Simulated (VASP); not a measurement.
# Ni: single point with LDA

Crystal: Ni.

```xyz
1
Lattice="0.0000 1.7491 1.7491 1.7491 0.0000 1.7491 1.7491 1.7491 0.0000" Properties=species:S:1:pos:R:3 pbc="T T T"
Ni    0.0000    0.0000    0.0000
```

This cell differs from its parent crystal: volume scaled by 1.02.

* Program: VASP 6.6.1
* Task: single point
* Functional: LDA
* Potentials or basis: VASP PAW LDA potentials, release 64 (Ni)
* Cutoff: 520 eV
* k mesh: 13 × 13 × 13
* Occupations: fermi-dirac, width 0.05 eV
* Spin: collinear spin, ferromagnetic start
* Starting moments: [1.0] μB
* Dipole correction: no
* Further INCAR settings: ALGO = Fast; EDIFF = 1e-06; NBANDS = 15

| Quantity | Value |
| --- | --- |
| Pressure | -14.0 GPa |
| Net moment | 0.62 μB per cell |
| Site moments | Ni +0.62 μB |
| Valence electrons inside the program's atomic spheres | Ni 9.35 |

Levels at points of the mesh, in eV from the Fermi level:
Spin up:
```tsv
k point	band 2	band 3	band 4	band 5	band 6	band 7	band 8	band 9
(0.00, 0.00, 0.00)	-2.40	-2.40	-2.40	-1.22	-1.22	23.92	27.80	27.80
```
Spin down:
```tsv
k point	band 1	band 2	band 3	band 4	band 5	band 6	band 7	band 8	band 9	band 10
(0.00, 0.00, 0.00)	-9.05	-1.77	-1.77	-1.77	-0.64	-0.64	23.91	27.86	27.86	27.86
```

Run time: 35 s on 1 thread of AMD EPYC 7R43 64-Core Processor (Zen 3), on a shared host, peak memory 0.09 GiB.
